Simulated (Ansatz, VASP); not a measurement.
Two plane-wave programs on Y

```
Y
1.0
     3.20122    0.00000    0.00000
     0.00000    3.20122    0.00000
     0.00000    0.00000    3.20122
Y
1
Direct
  0.00000 0.00000 0.00000
```

Alike in both runs: functional PBEsol; k mesh 10 × 10 × 10; occupations fermi-dirac, width 0.1 eV; no spin polarisation.

Ansatz relaxed the structure, and its values are those at the end. VASP's run is a single point on that final structure, the one shown.

```csv
,VASP,Ansatz
version,VASP 6.6.1,Ansatz 0.2.0
potentials or method,"VASP PAW PBE potentials, release 64 (Y_sv), cutoff 520 eV","plane waves (420 eV) with PAW, scalar-relativistic"
valence electrons in the cell,11,11
```

```tsv
	VASP	Ansatz	Ansatz less VASP
pressure (GPa)	0.0	0.0	+0.03
```

VASP's potentials were made for PBE, not for PBEsol, and Ansatz warns of the same on its side. The functional is the same, so the differences come from potentials, cutoffs and numerics.
